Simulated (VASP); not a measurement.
# In2S in VASP: a series of runs

Runs on In2S. Level: PBE. Tasks: single point.

Everything below comes from runs of VASP 6.6.1. Logs are shortened: lines on timing, memory, paths and dates and some standing lists are left out, and cuts for length are marked.

### 1 The cell of the first run

The cell holds a sheet with vacuum, 3 atoms: a = 5.508 Å, b = 5.508 Å, c = 23.800 Å, α = 90.00°, β = 90.00°, γ = 120.00°.

### 2 Single point, PBE

INCAR reads:

```
SYSTEM = In2S
PREC     = Accurate       ! precision mode
ENCUT    = 520            ! plane-wave cutoff, eV
EDIFF    = 1E-6           ! SCF threshold, eV
ISMEAR   = 0              ! smearing method
SIGMA    = 0.1            ! smearing width, eV
LREAL    = .FALSE.        ! projectors in reciprocal space
LASPH    = .TRUE.         ! aspherical terms in the spheres
NELM     = 100            ! most SCF steps
ALGO     = Normal         ! electronic algorithm
ISIF     = 2              ! what is computed and relaxed
LWAVE    = .FALSE.        ! write WAVECAR
LCHARG   = .FALSE.        ! write CHGCAR
LDIPOL   = .TRUE.       
IDIPOL   = 3            
DIPOL    = 0.5 0.5 0.294
GGA      = PE             ! functional
NBANDS   = 23             ! bands
```

KPOINTS reads:

```
Automatic mesh
0
G
  6 6 1
  0 0 0
```

POSCAR reads:

```
In2S
1.0
    5.5083688251      0.0000000000      0.0000000000
   -2.7541844125      4.7703873359      0.0000000000
    0.0000000000      0.0000000000     23.8000000000
In S
2 1
Direct
    0.3333333333      0.6666666667      0.2941176471
    0.6666666667      0.3333333333      0.2941176471
    0.0000000000      0.0000000000      0.2941176471
```

Potentials or basis: VASP PAW PBE potentials, release 64 (In_d, S).

On the command line:

```
> cat potpaw_PBE.64/In_d/POTCAR potpaw_PBE.64/S/POTCAR > POTCAR
> mpirun -np 1 vasp_std > vasp.out
```

OUTCAR:

```text
SYSTEM = In2S
   PREC = Accurate
   ENCUT = 520
   EDIFF = 1E-6
   ISMEAR = 0
   LREAL = .FALSE.
   LASPH = .TRUE.
   NELM = 100
   ISIF = 2
   GGA = PE

 ion  position               nearest neighbor table
   1  0.333  0.667  0.294-   2 3.18   3 3.18   2 3.18   3 3.18   3 3.18   2 3.18
   2  0.667  0.333  0.294-   1 3.18   3 3.18   1 3.18   3 3.18   3 3.18   1 3.18
   3  0.000  0.000  0.294-   1 3.18   2 3.18   1 3.18   2 3.18   2 3.18   1 3.18

  LATTYP: Found a hexagonal cell.
 ALAT       =     5.5083688251
 C/A-ratio  =     4.3206983330

  Lattice vectors:

 A1 = (   5.5083688251,   0.0000000000,   0.0000000000)
 A2 = (  -2.7541844125,   4.7703873359,   0.0000000000)
 A3 = (   0.0000000000,   0.0000000000,  23.8000000000)

Analysis of symmetry for initial positions (statically):
=====================================================================
 Subroutine PRICEL returns:
 Original cell was already a primitive cell.

 Routine SETGRP: Setting up the symmetry group for a
 hexagonal supercell.

 Subroutine GETGRP returns: Found 24 space group operations
 (whereof 12 operations were pure point group operations)
 out of a pool of 24 trial point group operations.

The static configuration has the point symmetry C_6v.
 The point group associated with its full space group is D_6h.

Analysis of symmetry for dynamics (positions and initial velocities):
=====================================================================
 Subroutine PRICEL returns:
 Original cell was already a primitive cell.

 Routine SETGRP: Setting up the symmetry group for a
 hexagonal supercell.

 Subroutine GETGRP returns: Found 24 space group operations
 (whereof 12 operations were pure point group operations)
 out of a pool of 24 trial point group operations.

The dynamic configuration has the point symmetry C_6v.
 The point group associated with its full space group is D_6h.

 Subroutine INISYM returns: Found 24 space group operations
 (whereof 12 operations are pure point group operations),
 and found     1 'primitive' translations

----------------------------------------------------------------------------------------

                                     Primitive cell

  volume of cell :     625.3939

  direct lattice vectors                    reciprocal lattice vectors
     5.508368825  0.000000000  0.000000000     0.181541947  0.104813292  0.000000000
    -2.754184412  4.770387336  0.000000000     0.000000000  0.209626584  0.000000000
     0.000000000  0.000000000 23.800000000     0.000000000  0.000000000  0.042016807

  length of vectors
     5.508368825  5.508368825 23.800000000     0.209626584  0.209626584  0.042016807

  position of ions in fractional coordinates (direct lattice)
     0.333333333  0.666666667  0.294117647
     0.666666667  0.333333333  0.294117647
     0.000000000  0.000000000  0.294117647

  ion indices of the primitive-cell ions
   primitive index   ion index
                 1           1
                 2           2
                 3           3

----------------------------------------------------------------------------------------

 KPOINTS: Automatic mesh

Automatic generation of k-mesh.
 Grid dimensions read from file:
 generate k-points for:    6    6    1

 Generating k-lattice:

  Cartesian coordinates                     Fractional coordinates (reciprocal lattice)
     0.030256991  0.017468882  0.000000000     0.166666667 -0.000000000  0.000000000
     0.000000000  0.034937764  0.000000000     0.000000000  0.166666667  0.000000000
     0.000000000  0.000000000  0.042016807     0.000000000  0.000000000  1.000000000

  Length of vectors
     0.034937764  0.034937764  0.042016807

  Shift w.r.t. Gamma in fractional coordinates (k-lattice)
     0.000000000  0.000000000  0.000000000

 Subroutine IBZKPT returns following result:
 ===========================================

 Found      7 irreducible k-points:

 Following reciprocal coordinates:
            Coordinates               Weight
  0.000000  0.000000  0.000000      1.000000
  0.166667  0.000000  0.000000      6.000000
  0.333333  0.000000  0.000000      6.000000
  0.500000 -0.000000  0.000000      3.000000
  0.166667  0.166667  0.000000      6.000000
  0.333333  0.166667  0.000000     12.000000
  0.333333  0.333333  0.000000      2.000000
   k-points           NKPTS =      7   k-points in BZ     NKDIM =      7   number of bands    NBANDS=     23
   number of dos      NEDOS =    301   number of ions     NIONS =      3
   total plane-waves  NPLWV = 317520
   dimension x,y,z NGX =    42 NGY =   42 NGZ =  180
   dimension x,y,z NGXF=    84 NGYF=   84 NGZF=  360
   ions per type =               2   1
   NGX,Y,Z   is equivalent  to a cutoff of  12.68, 12.68, 12.57 a.u.
   NGXF,Y,Z  is equivalent  to a cutoff of  25.35, 25.35, 25.15 a.u.
 SYSTEM =  In2S
   PREC   = accura    normal or accurate (medium, high low for compatibility)
   ISTART =      0    job   : 0-new  1-cont  2-samecut
   ICHARG =      2    charge: 1-file 2-atom 10-const
   ISPIN  =      1    spin polarized calculation?
   LNONCOLLINEAR =      F non collinear calculations
   LSORBIT =      F    spin-orbit coupling
   LASPH  =      T    aspherical Exc in radial PAW
   ENCUT  =  520.0 eV  38.22 Ry    6.18 a.u.  10.24 10.24 44.25*2*pi/ulx,y,z
   NELM   =    100;   NELMIN=  2; NELMDL= -5     # of ELM steps
   EDIFF  = 0.1E-05   stopping-criterion for ELM
   LREAL  =      F    real-space projection
   EDIFFG = 0.1E-04   stopping-criterion for IOM
   NSW    =      0    number of steps for IOM
   IBRION =     -1    ionic relax: 0-MD 1-quasi-New 2-CG
   NFREE  =      0    steps in history (QN), initial steepest desc. (CG)
   ISIF   =      2    stress and relaxation
   ISYM   =      2    0-nonsym 1-usesym 2-fastsym
   POTIM  = 0.5000    time-step for ionic-motion
   TEBEG  =    0.0;   TEEND  =   0.0 temperature during run
   PSTRESS=    0.0 pullay stress
   NELECT =      32.0000    total number of electrons
   NUPDOWN=      -1.0000    fix difference up-down
   EMIN   =  10.00;   EMAX   =-10.00  energy-range for DOS
   EFERMI =   0.00;   METHOD = LEGACY
   ISMEAR =     0;   SIGMA  =   0.10  broadening in eV -4-tet -1-fermi 0-gaus
   EFERMI_NEDOS =   21; number of points for ismear=-14 and -15
   IALGO  =     38    algorithm
   IMIX   =      4    mixing-type and parameters
     AMIX     =   0.40;   BMIX     =  1.00
     AMIX_MAG =   1.60;   BMIX_MAG =  1.00
  volume/ion in A,a.u.               =     208.46      1406.79
  Fermi-wavevector in a.u.,A,eV,Ry     =   0.607771  1.148521  5.025803  0.369386
  Thomas-Fermi vector in A             =   1.662356
   LORBIT       =      0    0 simple, 1 ext, 2 COOP (PROOUT), +10 PAW based schemes
   GGA     = PE    functional components
   LHFCALC =     F    Hartree Fock is set to
   AEXX    =    0.0000 exact exchange contribution
   IVDW    =     0    specifies the selected vdW correction
   LEPSILON=     F    determine dielectric tensor
   LRPA    =     F    only Hartree local field effects (RPA)
 non-spin polarized calculation
 Gauss-broadening in eV      SIGMA  =   0.10
  energy-cutoff  :      520.00
  volume of cell :      625.39
 maximum number of plane-waves:     16890
 NGX is ok and might be reduce to    42
   NGX = 21   NGY = 21   NGZ = 89

 dipolmoment           0.000000      0.000000     -0.000000 electrons x Angstroem

 number of electron      32.0000004 magnetization

 dipolmoment           0.000000      0.000000      0.000002 electrons x Angstroem

 Free energy of the ion-electron system (eV)
  ---------------------------------------------------
  ext. energy  EPLUGINS =         0.00000000
  ---------------------------------------------------
  free energy    TOTEN  =        -8.50291396 eV

  energy without entropy =       -8.49399445  energy(sigma->0) =       -8.49845420

 E-fermi :  -2.4834     XC(G=0):  -1.7682

 val. band max:       -2.5178743350   @ k =   0.5000  -0.0000   0.0000
 cond. band min:      -2.4442236630   @ k =   0.3333   0.3333   0.0000
 fundamental gap:      0.0736506720
 Fermi energy:        -2.4833732547

 k-point     1 :       0.0000    0.0000    0.0000
  band No.  band energies     occupation
      1     -17.4692      2.00000
      2     -17.3671      2.00000
      3     -17.3671      2.00000
      4     -17.3042      2.00000
      5     -17.3042      2.00000
      6     -17.2622      2.00000
[... 15 lines left out ...]
     22       1.3601      0.00000
     23       1.4604      0.00000

 k-point     2 :       0.1667    0.0000    0.0000
  band No.  band energies     occupation
      1     -17.4591      2.00000
      2     -17.3698      2.00000
      3     -17.3621      2.00000
      4     -17.3449      2.00000
      5     -17.3336      2.00000
      6     -17.2632      2.00000
[... 15 lines left out ...]
     22       1.4213      0.00000
     23       1.5434      0.00000

 k-point     3 :       0.3333    0.0000    0.0000
  band No.  band energies     occupation
      1     -17.4391      2.00000
      2     -17.3963      2.00000
      3     -17.3748      2.00000
      4     -17.3718      2.00000
      5     -17.3502      2.00000
      6     -17.2766      2.00000
[... 15 lines left out ...]
     22       1.9413      0.00000
     23       2.0917      0.00000

 k-point     4 :       0.5000   -0.0000    0.0000
  band No.  band energies     occupation
      1     -17.4304      2.00000
      2     -17.4164      2.00000
      3     -17.3866      2.00000
      4     -17.3772      2.00000
      5     -17.3423      2.00000
      6     -17.2853      2.00000
[... 15 lines left out ...]
     22       2.2198      0.00000
     23       2.7528      0.00000

 k-point     5 :       0.1667    0.1667    0.0000
  band No.  band energies     occupation
      1     -17.4443      2.00000
      2     -17.3819      2.00000
      3     -17.3747      2.00000
      4     -17.3722      2.00000
      5     -17.3519      2.00000
      6     -17.2743      2.00000
[... 15 lines left out ...]
     22       1.7561      0.00000
     23       1.9087      0.00000

 k-point     6 :       0.3333    0.1667    0.0000
  band No.  band energies     occupation
      1     -17.4366      2.00000
      2     -17.4142      2.00000
      3     -17.3939      2.00000
      4     -17.3798      2.00000
      5     -17.3364      2.00000
      6     -17.2906      2.00000
[... 15 lines left out ...]
     22       2.3728      0.00000
     23       2.4234      0.00000

 k-point     7 :       0.3333    0.3333    0.0000
  band No.  band energies     occupation
      1     -17.4494      2.00000
      2     -17.4078      2.00000
      3     -17.4078      2.00000
      4     -17.3830      2.00000
      5     -17.3135      2.00000
      6     -17.3135      2.00000
[... 15 lines left out ...]
     22       2.6657      0.00000
     23       2.7905      0.00000

------------------------ aborting loop because EDIFF is reached ----------------------------------------

 vacuum level on the upper side and lower side of the slab       (xc-potential included)        -0.006        -0.006

  FORCE on cell =-STRESS in cart. coord.  units (eV):
  Direction    XX          YY          ZZ          XY          YZ          ZX
  --------------------------------------------------------------------------------------
  -------------------------------------------------------------------------------------
  Total       -1.2472271     -1.2472271     -0.0304642     -0.0000000      0.0000000      0.0000000
  in kB       -3.1952329     -3.1952329     -0.0780453     -0.0000000      0.0000000      0.0000000
  external PRESSURE =      -2.1561704 kB  Pullay stress =       0.0000000 kB

 VOLUME and BASIS-vectors are now :
 -----------------------------------------------------------------------------
  energy-cutoff  :      520.00
  volume of cell :      625.39
      direct lattice vectors                 reciprocal lattice vectors
     5.508368825  0.000000000  0.000000000     0.181541947  0.104813292  0.000000000
    -2.754184412  4.770387336  0.000000000     0.000000000  0.209626584  0.000000000
     0.000000000  0.000000000 23.800000000     0.000000000  0.000000000  0.042016807

 POSITION                                       TOTAL-FORCE (eV/Angst)
 -----------------------------------------------------------------------------------
     -0.00000      3.18026      7.00000         0.000000      0.000000     -0.000000
      2.75418      1.59013      7.00000        -0.000000     -0.000000      0.000000
      0.00000      0.00000      7.00000         0.000000      0.000000     -0.000000
 -----------------------------------------------------------------------------------
    total drift:                                0.000000      0.000000     -0.000040

  FREE ENERGIE OF THE ION-ELECTRON SYSTEM (eV)
  ---------------------------------------------------
  free  energy   TOTEN  =        -8.5029139592 eV

  energy  without entropy=       -8.4939944463  energy(sigma->0) =       -8.49845420

 vacuum level on the upper side and lower side of the slab         1.225         1.225
```

It took 3.6 min on 1 thread of Intel Xeon 6975P-C, shared host; peak memory 0.67 GiB.

What came out:

```yaml
Free_energy: -8.5029 eV
```

Levels at points of the mesh, in eV from the Fermi level:
```tsv
k point	band 13	band 14	band 15	band 16	band 17	band 18	band 19	band 20
(0.00, 0.00, 0.00)	-2.31	-2.31	-2.10	-1.55	0.06	0.06	1.00	3.04
(0.50, 0.00, 0.00)	-4.07	-3.14	-1.54	-0.03	0.60	2.12	2.37	2.62
```

Caveat: spin-orbit coupling is left out, which moves the levels of the heavy elements.

[end of part 1 of 2]
